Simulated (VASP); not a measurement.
A run of VASP 6.6.1 is set up as follows.

The input INCAR:

```
  PREC = Accurate
  ENCUT = 520
  EDIFF = 1E-6
  ISMEAR = 0
  SIGMA = 0.01
  LREAL = F
  LASPH = T
  NELM = 100
  ALGO = Normal
  ISIF = 2
  LWAVE = F
  LCHARG = F
  GGA = PE
  NBANDS = 16
```

KPOINTS

```
regular mesh
0
Gamma
  6 6 6
```

The input POSCAR:

```
InP
1.0
    0.0000000000      2.9490979784      2.9490979784
    2.9490979784      0.0000000000      2.9490979784
    2.9490979784      2.9490979784      0.0000000000
In P
1 1
Direct
    0.0000000000      0.0000000000      0.0000000000
    0.2500000000      0.2500000000      0.2500000000
```

Potentials or basis: VASP PAW PBE potentials, release 64 (In_d, P).

Command:

```console
$ cat potpaw_PBE.64/In_d/POTCAR potpaw_PBE.64/P/POTCAR > POTCAR
$ mpirun -np 1 vasp_std > vasp.out
```

(1) Predict the pressure.

(2) Estimate the band gap on the k mesh.

Results:

(1) 1.9 GPa.

(2) 0.61 eV, direct.

Caveat: spin-orbit coupling is left out, which moves the levels of the heavy elements.
